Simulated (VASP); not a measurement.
# V (Fm-3m) in VASP: single point with PBE

Aim: the single point of V with PBE.

Program: VASP 6.6.1. These are calculated values, not measurements. Logs are shortened: lines on timing, memory, paths and dates and some standing lists are left out, and cuts for length are marked.

## 1. The cell of the first run

It takes space group Fm-3m (No. 225, cubic). The conventional cell has a = 3.816 Å, b = 3.816 Å, c = 3.816 Å, α = 90.00°, β = 90.00°, γ = 90.00°. V (site symmetry m-3m) has 12 V at 2.70 Å within 3.6 Å.

This isn't the form of V at room conditions, which is bcc.

## 2. Single point, PBE, collinear spin

Contents of POSCAR:

```
V
1.0
    0.0000000000      1.9079759600      1.9079759600
    1.9079759600      0.0000000000      1.9079759600
    1.9079759600      1.9079759600      0.0000000000
V
1
Direct
    0.0000000000      0.0000000000      0.0000000000
```

Contents of INCAR.step1:

```
ALGO = Normal
EDIFF = 1E-6
ENCUT = 520
GGA = PE
ISIF = 2
ISMEAR = 0
ISPIN = 2
LASPH = True
LCHARG = True
LMAXMIX = 4
LREAL = False
LWAVE = False
MAGMOM = 0.05
NBANDS = 16
NELM = 150
PREC = Accurate
SIGMA = 0.05
```

Contents of KPOINTS.step1:

```
k-points
0
Gamma
  18 18 18
```

Contents of INCAR.step2:

```
ALGO = Normal
EDIFF = 1E-6
ENCUT = 520
GGA = PE
ICHARG = 11
ISIF = 2
ISMEAR = -5
ISPIN = 2
LASPH = True
LCHARG = False
LMAXMIX = 4
LORBIT = 10
LREAL = False
LWAVE = False
MAGMOM = 0.05
NEDOS = 1001
NELM = 150
PREC = Accurate
SIGMA = 0.05
```

Contents of KPOINTS.step2:

```
k-points
0
Gamma
  27 27 27
```

Potentials or basis: VASP PAW PBE potentials, release 64 (V_sv).

Run with:

```bash
$ cat potpaw_PBE.64/V_sv/POTCAR > POTCAR
$ cp INCAR.step1 INCAR
$ cp KPOINTS.step1 KPOINTS
$ mpirun -np 1 vasp_std > vasp.out
$ cp INCAR.step2 INCAR
$ cp KPOINTS.step2 KPOINTS
$ mpirun -np 1 vasp_std > vasp.out
```

OUTCAR:

```text
EDIFF = 1E-6
   ENCUT = 520
   GGA = PE
   ICHARG = 11
   ISIF = 2
   ISMEAR = -5
   ISPIN = 2
   LASPH = True
   LORBIT = 10
   LREAL = False
   NELM = 150
   PREC = Accurate

 ion  position               nearest neighbor table
   1  0.000  0.000  0.000-

  LATTYP: Found a face centered cubic cell.
 ALAT       =     3.8159519200

  Lattice vectors:

 A1 = (   0.0000000000,   1.9079759600,   1.9079759600)
 A2 = (   1.9079759600,   0.0000000000,   1.9079759600)
 A3 = (   1.9079759600,   1.9079759600,   0.0000000000)

Analysis of symmetry for initial positions (statically):
=====================================================================
 Subroutine PRICEL returns:
 Original cell was already a primitive cell.

 Routine SETGRP: Setting up the symmetry group for a
 face centered cubic supercell.

 Subroutine GETGRP returns: Found 48 space group operations
 (whereof 48 operations were pure point group operations)
 out of a pool of 48 trial point group operations.

The static configuration has the point symmetry O_h .

Analysis of symmetry for dynamics (positions and initial velocities):
=====================================================================
 Subroutine PRICEL returns:
 Original cell was already a primitive cell.

 Routine SETGRP: Setting up the symmetry group for a
 face centered cubic supercell.

 Subroutine GETGRP returns: Found 48 space group operations
 (whereof 48 operations were pure point group operations)
 out of a pool of 48 trial point group operations.

The dynamic configuration has the point symmetry O_h .

Analysis of structural, dynamic, and magnetic symmetry:
=====================================================================
 Subroutine PRICEL returns:
 Original cell was already a primitive cell.

 Routine SETGRP: Setting up the symmetry group for a
 face centered cubic supercell.

 Subroutine GETGRP returns: Found 48 space group operations
 (whereof 48 operations were pure point group operations)
 out of a pool of 48 trial point group operations.

The overall configuration has the point symmetry O_h .

 Subroutine INISYM returns: Found 48 space group operations
 (whereof 48 operations are pure point group operations),
 and found     1 'primitive' translations

----------------------------------------------------------------------------------------

                                     Primitive cell

  volume of cell :      13.8915

  direct lattice vectors                    reciprocal lattice vectors
     0.000000000  1.907975960  1.907975960    -0.262057809  0.262057809  0.262057809
     1.907975960  0.000000000  1.907975960     0.262057809 -0.262057809  0.262057809
     1.907975960  1.907975960  0.000000000     0.262057809  0.262057809 -0.262057809

  length of vectors
     2.698285479  2.698285479  2.698285479     0.453897440  0.453897440  0.453897440

  position of ions in fractional coordinates (direct lattice)
     0.000000000  0.000000000  0.000000000

  ion indices of the primitive-cell ions
   primitive index   ion index
                 1           1

----------------------------------------------------------------------------------------

 KPOINTS: k-points

Automatic generation of k-mesh.
 Grid dimensions read from file:
 generate k-points for:   27   27   27

 Generating k-lattice:

  Cartesian coordinates                     Fractional coordinates (reciprocal lattice)
    -0.009705845  0.009705845  0.009705845     0.037037037  0.000000000  0.000000000
     0.009705845 -0.009705845  0.009705845     0.000000000  0.037037037  0.000000000
     0.009705845  0.009705845 -0.009705845     0.000000000  0.000000000  0.037037037

  Length of vectors
     0.016811016  0.016811016  0.016811016

  Shift w.r.t. Gamma in fractional coordinates (k-lattice)
     0.000000000  0.000000000  0.000000000

 TETIRR: Found   2653 inequivalent tetrahedra from   118098

 Subroutine IBZKPT returns following result:
 ===========================================

 Found    560 irreducible k-points:

 Following reciprocal coordinates:
            Coordinates               Weight
  0.000000  0.000000  0.000000      1.000000
  0.037037  0.000000  0.000000      8.000000
  0.074074  0.000000  0.000000      8.000000
  0.111111  0.000000  0.000000      8.000000
  0.148148  0.000000  0.000000      8.000000
  0.185185  0.000000  0.000000      8.000000
[... 16 lines left out ...]
  0.333333  0.037037  0.000000     24.000000
  0.370370  0.037037  0.000000     24.000000
 [... further k-points ...]
   k-points           NKPTS =    560   k-points in BZ     NKDIM =    560   number of bands    NBANDS=     10
   number of dos      NEDOS =   1001   number of ions     NIONS =      1
   total plane-waves  NPLWV =   8000
   dimension x,y,z NGX =    20 NGY =   20 NGZ =   20
   dimension x,y,z NGXF=    40 NGYF=   40 NGZF=   40
   ions per type =               1
   NGX,Y,Z   is equivalent  to a cutoff of  12.32, 12.32, 12.32 a.u.
   NGXF,Y,Z  is equivalent  to a cutoff of  24.64, 24.64, 24.64 a.u.
 SYSTEM =  unknown system
   PREC   = accura    normal or accurate (medium, high low for compatibility)
   ISTART =      0    job   : 0-new  1-cont  2-samecut
   ICHARG =     11    charge: 1-file 2-atom 10-const
   ISPIN  =      2    spin polarized calculation?
   LNONCOLLINEAR =      F non collinear calculations
   LSORBIT =      F    spin-orbit coupling
   LASPH  =      T    aspherical Exc in radial PAW
   ENCUT  =  520.0 eV  38.22 Ry    6.18 a.u.   5.02  5.02  5.02*2*pi/ulx,y,z
   NELM   =    150;   NELMIN=  2; NELMDL=  0     # of ELM steps
   EDIFF  = 0.1E-05   stopping-criterion for ELM
   LREAL  =      F    real-space projection
   EDIFFG = 0.1E-04   stopping-criterion for IOM
   NSW    =      0    number of steps for IOM
   IBRION =     -1    ionic relax: 0-MD 1-quasi-New 2-CG
   NFREE  =      0    steps in history (QN), initial steepest desc. (CG)
   ISIF   =      2    stress and relaxation
   ISYM   =      2    0-nonsym 1-usesym 2-fastsym
   POTIM  = 0.5000    time-step for ionic-motion
   TEBEG  =    0.0;   TEEND  =   0.0 temperature during run
   PSTRESS=    0.0 pullay stress
   NELECT =      13.0000    total number of electrons
   NUPDOWN=      -1.0000    fix difference up-down
   EMIN   =  10.00;   EMAX   =-10.00  energy-range for DOS
   EFERMI =   0.00;   METHOD = LEGACY
   ISMEAR =    -5;   SIGMA  =   0.05  broadening in eV -4-tet -1-fermi 0-gaus
   EFERMI_NEDOS =   21; number of points for ismear=-14 and -15
   IALGO  =     38    algorithm
   IMIX   =      4    mixing-type and parameters
     AMIX     =   0.40;   BMIX     =  1.00
     AMIX_MAG =   1.60;   BMIX_MAG =  1.00
  volume/ion in A,a.u.               =      13.89        93.74
  Fermi-wavevector in a.u.,A,eV,Ry     =   1.601301  3.026021 34.887594  2.564166
  Thomas-Fermi vector in A             =   2.698301
   LORBIT       =     10    0 simple, 1 ext, 2 COOP (PROOUT), +10 PAW based schemes
   GGA     = PE    functional components
   LHFCALC =     F    Hartree Fock is set to
   AEXX    =    0.0000 exact exchange contribution
   IVDW    =     0    specifies the selected vdW correction
   LEPSILON=     F    determine dielectric tensor
   LRPA    =     F    only Hartree local field effects (RPA)
 spin polarized calculation
 Fermi weights with tetrahedron method with Bloechl corrections
  energy-cutoff  :      520.00
  volume of cell :       13.89
 maximum number of plane-waves:       388

 number of electron      13.0000002 magnetization      -0.0000029

 Free energy of the ion-electron system (eV)
  ---------------------------------------------------
  ext. energy  EPLUGINS =         0.00000000
  ---------------------------------------------------
  free energy    TOTEN  =        -8.74988165 eV

  energy without entropy =       -8.74988165  energy(sigma->0) =       -8.74988165

 E-fermi :   9.6322     XC(G=0): -12.7410

 val. band max:        9.6483356186   @ k =   0.4444   0.0370   0.0000
 cond. band min:       9.6280198708   @ k =   0.4074   0.1111   0.0000
 fundamental gap:     -0.0203157478
 Fermi energy:         9.6321932410

 spin component 1

 k-point     1 :       0.0000    0.0000    0.0000
  band No.  band energies     occupation
      1     -54.4365      1.00000
      2     -27.7919      1.00000
      3     -27.7919      1.00000
      4     -27.7919      1.00000
      5       2.8123      1.00000
      6       9.8042      0.00000
      7       9.8042      0.00000
      8       9.8042      0.00000
      9      11.5431      0.00000
     10      11.5431      0.00000
[... 287 lines left out ...]
 k-point    24 :       0.3704    0.0370    0.0000
  band No.  band energies     occupation
      1     -54.3031      1.00000
      2     -28.4546      1.00000
      3     -27.8853      1.00000
      4     -27.8773      1.00000
      5       6.0010      1.00000
      6       9.3252      1.00000
      7       9.8284      0.00000
      8       9.9039      0.00000
      9      12.1917      0.00000
     10      12.3532      0.00000

 [... further k-points ...]

 spin component 2

 k-point     1 :       0.0000    0.0000    0.0000
  band No.  band energies     occupation
      1     -54.4365      1.00000
      2     -27.7919      1.00000
      3     -27.7919      1.00000
      4     -27.7919      1.00000
      5       2.8123      1.00000
      6       9.8041      0.00000
      7       9.8041      0.00000
      8       9.8041      0.00000
      9      11.5431      0.00000
     10      11.5431      0.00000
[... 287 lines left out ...]
 k-point    24 :       0.3704    0.0370    0.0000
  band No.  band energies     occupation
      1     -54.3031      1.00000
      2     -28.4546      1.00000
      3     -27.8853      1.00000
      4     -27.8773      1.00000
      5       6.0010      1.00000
      6       9.3252      1.00000
      7       9.8284      0.00000
      8       9.9039      0.00000
      9      12.1917      0.00000
     10      12.3532      0.00000

 [... further k-points ...]

------------------------ aborting loop because EDIFF is reached ----------------------------------------

  FORCE on cell =-STRESS in cart. coord.  units (eV):
  Direction    XX          YY          ZZ          XY          YZ          ZX
  --------------------------------------------------------------------------------------
  -------------------------------------------------------------------------------------
  Total       -0.0298367     -0.0298367     -0.0298367      0.0000000      0.0000000     -0.0000000
  in kB       -3.4412256     -3.4412256     -3.4412256      0.0000000      0.0000000     -0.0000000
  external PRESSURE =      -3.4412256 kB  Pullay stress =       0.0000000 kB

 VOLUME and BASIS-vectors are now :
 -----------------------------------------------------------------------------
  energy-cutoff  :      520.00
  volume of cell :       13.89
      direct lattice vectors                 reciprocal lattice vectors
     0.000000000  1.907975960  1.907975960    -0.262057809  0.262057809  0.262057809
     1.907975960  0.000000000  1.907975960     0.262057809 -0.262057809  0.262057809
     1.907975960  1.907975960  0.000000000     0.262057809  0.262057809 -0.262057809

 POSITION                                       TOTAL-FORCE (eV/Angst)
 -----------------------------------------------------------------------------------
      0.00000      0.00000      0.00000        -0.000000      0.000000     -0.000000
 -----------------------------------------------------------------------------------
    total drift:                                0.000000      0.000000      0.000000

  FREE ENERGIE OF THE ION-ELECTRON SYSTEM (eV)
  ---------------------------------------------------
  free  energy   TOTEN  =        -8.7498816535 eV

  energy  without entropy=       -8.7498816535  energy(sigma->0) =       -8.74988165

 total charge

# of ion       s       p       d       tot
------------------------------------------
    1        2.341   6.225   3.023  11.590

 magnetization (x)

# of ion       s       p       d       tot
------------------------------------------
    1       -0.000  -0.000  -0.000  -0.000
```

It took 3.4 min on 1 thread of Intel Xeon 8259CL, shared host; peak memory 0.23 GiB.

Results:

| Quantity | Value |
| --- | --- |
| Net moment | 0.00 μB per cell |
| Valence electrons inside the program's atomic spheres | V 11.59 |

Levels at points of the mesh, in eV from the Fermi level:
Spin up:
| k point | band 2 | band 3 | band 4 | band 5 | band 6 | band 7 | band 8 | band 9 | band 10 |
| --- | --- | --- | --- | --- | --- | --- | --- | --- | --- |
| (0.00, 0.00, 0.00) | -37.42 | -37.42 | -37.42 | -6.82 | 0.17 | 0.17 | 0.17 | 1.91 | 1.91 |
Spin down:
```csv
k point,band 4,band 5,band 6,band 7,band 8,band 9
"(0.00, 0.00, 0.00)",-37.42,-6.82,0.17,0.17,0.17,1.91
```

Caveat: tetrahedron occupations give inexact forces and stress in metals.
